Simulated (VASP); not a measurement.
Here is a VASP 6.6.1 calculation.

The input POSCAR:

```
CdSe
1.0
    4.3000000000      0.0000000000      0.0000000000
   -2.1500000000      3.7239092363      0.0000000000
    0.0000000000      0.0000000000      7.0200000000
Cd Se
2 2
Direct
    0.6666666667      0.3333333333      0.5000000000
    0.3333333333      0.6666666667      0.0000000000
    0.6666666667      0.3333333333      0.8850000000
    0.3333333333      0.6666666667      0.3850000000
```

The input INCAR.step1:

```
SYSTEM = CdSe
PREC     = Accurate       ! precision mode
ENCUT    = 520            ! plane-wave cutoff, eV
EDIFF    = 1E-5           ! SCF threshold, eV
ISMEAR   = -1             ! smearing method
SIGMA    = 0.05           ! smearing width, eV
LREAL    = .FALSE.        ! projectors in reciprocal space
LASPH    = .TRUE.         ! aspherical terms in the spheres
NELM     = 80             ! most SCF steps
ALGO     = Normal         ! electronic algorithm
ISIF     = 2              ! what is computed and relaxed
LWAVE    = .TRUE.         ! write WAVECAR
GGA      = PE             ! functional
NBANDS   = 26             ! bands
```

Contents of INCAR.step2:

```
SYSTEM = CdSe
PREC     = Accurate       ! precision mode
ENCUT    = 520            ! plane-wave cutoff, eV
EDIFF    = 1E-6           ! SCF threshold, eV
ISMEAR   = -1             ! smearing method
SIGMA    = 0.05           ! smearing width, eV
LREAL    = .FALSE.        ! projectors in reciprocal space
LASPH    = .TRUE.         ! aspherical terms in the spheres
NELM     = 80             ! most SCF steps
ALGO     = Normal         ! electronic algorithm
ISIF     = 2              ! what is computed and relaxed
LWAVE    = .FALSE.        ! write WAVECAR
LCHARG   = .TRUE.         ! write CHGCAR
GGA      = PE             ! functional
LHFCALC  = .TRUE.         ! exact exchange
AEXX     = 0.25           ! exact-exchange fraction
PRECFOCK = Normal       
LELF     = .TRUE.         ! ELF
LVHAR    = .TRUE.       
ISTART   = 1            
NBANDS   = 26             ! bands
```

KPOINTS

```
Automatic mesh
0
G
  4 4 2
  0 0 0
```

Potentials or basis: VASP PAW PBE potentials, release 64 (Cd, Se).

Launch:

```sh
$ cat potpaw_PBE.64/Cd/POTCAR potpaw_PBE.64/Se/POTCAR > POTCAR
$ cp INCAR.step1 INCAR
$ mpirun -np 1 vasp_std > vasp.out
$ cp INCAR.step2 INCAR
$ mpirun -np 1 vasp_std > vasp.out
```

Problem. What does it give for the pressure?

Solution. 1.9 GPa.

Problem. Estimate the largest force.

Solution. 0.300 eV/Å.

Problem. What does it give for the band gap on the k mesh?

Solution. 2.35 eV, direct.

Stress tensor (GPa, compression positive):
```
2.65 0.00 0.00
0.00 2.65 0.00
0.00 0.00 0.33
```

Caveat: the k points lie up to 0.45 Å⁻¹ apart; the PAW data sets were made with another functional, which shifts forces and pressure a little.
